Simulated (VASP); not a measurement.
A run of VASP 6.6.1 is set up as follows.

INCAR

```
  ALGO = Normal
  EDIFF = 1E-8
  ENCUT = 520
  GGA = PE
  ISIF = 2
  ISMEAR = 0
  LASPH = True
  LCHARG = False
  LEPSILON = True
  LREAL = False
  LWAVE = False
  NELM = 100
  PREC = Accurate
  SIGMA = 0.01
```

KPOINTS

```
k-points
0
Gamma
  6 6 6
```

File POSCAR:

```
CuI
1.0
    0.0000000000      3.0120289470      3.0120289470
    3.0120289470      0.0000000000      3.0120289470
    3.0120289470      3.0120289470      0.0000000000
Cu I
1 1
Direct
    0.0000000000      0.0000000000      0.0000000000
    0.2500000000      0.2500000000      0.2500000000
```

Potentials or basis: VASP PAW PBE potentials, release 64 (Cu, I).

Launch:

```bash
$ cat potpaw_PBE.64/Cu/POTCAR potpaw_PBE.64/I/POTCAR > POTCAR
$ mpirun -np 1 vasp_std > vasp.out
```

(1) Predict the electronic dielectric tensor (diagonal).

(2) What does it give for the Born charges (mean of the diagonal)?

(3) What does it give for the band gap on the k mesh?

## Answers

(1) 7.08.

(2) Cu +1.17; I -1.17 e.

(3) 1.20 eV, direct.

Caveat: spin-orbit coupling is left out, which moves the levels of the heavy elements.
